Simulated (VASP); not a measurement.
A run of VASP 6.6.1:

INCAR

```
SYSTEM = SnO2
PREC     = Accurate       ! precision mode
ENCUT    = 520            ! plane-wave cutoff, eV
EDIFF    = 1E-6           ! SCF threshold, eV
ISMEAR   = 0              ! smearing method
SIGMA    = 0.014          ! smearing width, eV
LREAL    = .FALSE.        ! projectors in reciprocal space
LASPH    = .TRUE.         ! aspherical terms in the spheres
NELM     = 80             ! most SCF steps
ALGO     = Normal         ! electronic algorithm
ISIF     = 2              ! what is computed and relaxed
LWAVE    = .FALSE.        ! write WAVECAR
LCHARG   = .TRUE.         ! write CHGCAR
GGA      = PE             ! functional
LELF     = .TRUE.         ! ELF
LVHAR    = .TRUE.       
NBANDS   = 64             ! bands
```

Contents of KPOINTS:

```
regular mesh
0
G
  6 6 6
  0 0 0
```

POSCAR

```
SnO2
1.0
   -3.2488970000      3.4144700000      3.4140210000
    3.2488970000     -3.4144700000      3.4140210000
    3.2488970000      3.4144700000     -3.4140210000
Sn O
4 8
Direct
    0.5000000000      0.0000000000      0.0000000000
    0.5000000000      0.5000000000      0.5000000000
    0.0035990000      0.7535990000      0.2500000000
    0.9964010000      0.2464010000      0.7500000000
    0.8064960000      0.8037740000      0.4972780000
    0.8064960000      0.3092180000      0.0027220000
    0.3024350000      0.2459400000      0.0564950000
    0.6894450000      0.2459400000      0.4435050000
    0.3105550000      0.7540600000      0.5564950000
    0.1935040000      0.6907820000      0.9972780000
    0.6975650000      0.7540600000      0.9435050000
    0.1935040000      0.1962260000      0.5027220000
```

Potentials or basis: VASP PAW PBE potentials, release 64 (Sn_d, O).

Run with:

```sh
$ cat potpaw_PBE.64/Sn_d/POTCAR potpaw_PBE.64/O/POTCAR > POTCAR
$ mpirun -np 1 vasp_std > vasp.out
```

Hardware: 1 thread of AMD EPYC 7R13, on a shared host.

Question: Estimate the wall time of this run.

Answer: Run time: 17 min on 1 thread of AMD EPYC 7R13 (shared host), peak memory 0.48 GiB. Counts: scf iterations 14, k points 46.
